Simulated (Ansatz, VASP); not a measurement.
# Two plane-wave programs on TlCl

Contents of INCAR:

```
SYSTEM = TlCl
PREC = Accurate
ENCUT = 500
EDIFF = 1E-6
ISMEAR = 0
SIGMA = 0.01
LREAL = .FALSE.
LASPH = .TRUE.
NELM = 120
ALGO = Normal
ISIF = 2
LWAVE = .FALSE.
LCHARG = .FALSE.
GGA = CA
NBANDS = 17
GGA_COMPAT = .FALSE.
```

Contents of KPOINTS:

```
Automatic mesh
0
G
  5 5 5
  0 0 0
```

File POSCAR:

```
TlCl
1.0
    3.8340000000      0.0000000000      0.0000000000
    0.0000000000      3.8340000000      0.0000000000
    0.0000000000      0.0000000000      3.8340000000
Tl Cl
1 1
Direct
    0.0000000000      0.0000000000      0.0000000000
    0.5000000000      0.5000000000      0.5000000000
```

Input for Ansatz:

```yaml
crystal:
  lattice:
    - [3.834, 0.0, 0.0]
    - [0.0, 3.834, 0.0]
    - [0.0, 0.0, 3.834]
  atoms:
    - { symbol: Tl, position: [0.0, 0.0, 0.0] }
    - { symbol: Cl, position: [0.5, 0.5, 0.5] }
kpoints:
  mp_grid:
    grid: [5, 5, 5]
hamiltonian:
  xc: lda
scf:
  occupations:
    method: fixed
output:
  stress: true
```

Alike in both runs: task single point; functional LDA; k mesh 5 × 5 × 5; no spin polarisation.

```csv
,VASP,Ansatz
version,VASP 6.6.1,Ansatz 0.2.0
potentials or method,"VASP PAW LDA potentials, release 64 (Tl_d, Cl)","plane waves, PAW"
plane-wave cutoff (eV),500,420
occupations,"gaussian, width 0.01 eV",fixed
valence electrons in the cell,20,20
```

|  | VASP | Ansatz | Ansatz less VASP |
| --- | --- | --- | --- |
| pressure (GPa) | -3.2 | -3.2 | +0.01 |

LDA's correlation is that of Perdew and Zunger in VASP and of Perdew and Wang (1992) in Ansatz.

Spin-orbit coupling is off throughout.
